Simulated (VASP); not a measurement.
Write the native input for VASP 6.6.1 that does the following.

| Item | Value |
| --- | --- |
| Task | single point |
| Functional | HSE06 |
| Potentials or basis | VASP PAW PBE potentials, release 64 (Si) |
| Cutoff | 520 eV |
| k mesh | 4 × 4 × 4 |
| Occupations | fermi-dirac, width 0.05 eV |
| Spin | no spin polarisation |
| Dipole correction | no |
| Grid for exact exchange (PRECFOCK) | Normal |
| Further INCAR settings | ALGO = Normal; EDIFF = 1e-07; NBANDS = 11 |
| Screening parameter | 0.2079 1/Å |

Crystal: Si.

```
Si
1.0
     0.00000    2.66003    2.66003
     2.66003    0.00000    2.66003
     2.66003    2.66003    0.00000
Si
2
Direct
  0.00000 0.00000 0.00000
  0.25000 0.25000 0.25000
```

These files were run (other wordings do the same):

POSCAR

```
Si
1.0
    0.0000000000      2.6600304397      2.6600304397
    2.6600304397      0.0000000000      2.6600304397
    2.6600304397      2.6600304397      0.0000000000
Si
2
Direct
    0.0000000000      0.0000000000      0.0000000000
    0.2500000000      0.2500000000      0.2500000000
```

INCAR.step1

```
PREC     = Accurate       # precision mode
ENCUT    = 520            # plane-wave cutoff, eV
EDIFF    = 1E-5           # SCF threshold, eV
ISMEAR   = -1             # smearing method
SIGMA    = 0.05           # smearing width, eV
LREAL    = False          # projectors in reciprocal space
LASPH    = True           # aspherical terms in the spheres
NELM     = 60             # most SCF steps
ALGO     = Normal         # electronic algorithm
ISIF     = 2              # what is computed and relaxed
LWAVE    = True           # write WAVECAR
LCHARG   = False          # write CHGCAR
GGA      = PE             # functional
NBANDS   = 11             # bands
```

INCAR.step2

```
PREC     = Accurate       # precision mode
ENCUT    = 520            # plane-wave cutoff, eV
EDIFF    = 1E-7           # SCF threshold, eV
ISMEAR   = -1             # smearing method
SIGMA    = 0.05           # smearing width, eV
LREAL    = False          # projectors in reciprocal space
LASPH    = True           # aspherical terms in the spheres
NELM     = 60             # most SCF steps
ALGO     = Normal         # electronic algorithm
ISIF     = 2              # what is computed and relaxed
LWAVE    = False          # write WAVECAR
LCHARG   = False          # write CHGCAR
GGA      = PE             # functional
LHFCALC  = True           # exact exchange
HFSCREEN = 0.2079         # screening, 1/A
PRECFOCK = Normal       
ISTART   = 1            
NBANDS   = 11             # bands
```

KPOINTS

```
regular mesh
0
Gamma
  4 4 4
```

Potentials or basis: VASP PAW PBE potentials, release 64 (Si).

Run with:

```sh
$ cat potpaw_PBE.64/Si/POTCAR > POTCAR
$ cp INCAR.step1 INCAR
$ mpirun -np 1 vasp_std > vasp.out
$ cp INCAR.step2 INCAR
$ mpirun -np 1 vasp_std > vasp.out
```

It gave:

```
Pressure               : 7.9 GPa
Band gap on the k mesh : 1.20 eV, indirect (least direct gap 3.38 eV)
```

Caveat: the k points lie up to 0.51 Å⁻¹ apart; the PAW data sets were made with another functional, which shifts forces and pressure a little.

Wall time 52 s on 1 thread of Intel(R) Xeon(R) 6975P-C (Granite Rapids), with other jobs on the host, peak memory 0.25 GiB.
